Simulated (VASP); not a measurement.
Here is a VASP 6.6.1 calculation.

The input INCAR:

```
  PREC = Accurate
  ENCUT = 520
  EDIFF = 1E-6
  ISMEAR = 0
  SIGMA = 0.05
  LREAL = F
  LASPH = T
  NELM = 60
  ALGO = Normal
  ISIF = 2
  LWAVE = F
  LCHARG = F
  GGA = PS
  NBANDS = 18
```

KPOINTS

```
regular mesh
0
Gamma
  6 6 4
```

File POSCAR:

```
N
1.0
    4.3339221230      0.0000000000      0.0000000000
   -2.1669610615      3.7532866566      0.0000000000
    0.0000000000      0.0000000000      7.5664837908
N
4
Direct
    0.3333333333      0.6666666667      0.3289300400
    0.3333333333      0.6666666667      0.1710699600
    0.6666666667      0.3333333333      0.8289300400
    0.6666666667      0.3333333333      0.6710699600
```

Potentials or basis: VASP PAW PBE potentials, release 64 (N).

Run with:

```bash
$ cat potpaw_PBE.64/N/POTCAR > POTCAR
$ mpirun -np 1 vasp_std > vasp.out
```

Problem. Estimate the largest force.

Solution. 9.200 eV/Å.

Problem. Estimate the band gap on the k mesh.

Solution. 6.35 eV, indirect (least direct gap 6.54 eV).

Problem. What does it give for the pressure?

Solution. -9.6 GPa.

Stress tensor (GPa, compression positive):
```
 -0.05   0.00   0.00
  0.00  -0.05   0.00
  0.00   0.00 -28.70
```

Caveat: the cell differs from its parent crystal (strain +0.040 along x and y, +0.080 along z); the standard files for N, O and F lose accuracy on very short bonds; the PAW data sets were made with another functional, which shifts forces and pressure a little. A k mesh can miss the band edges.
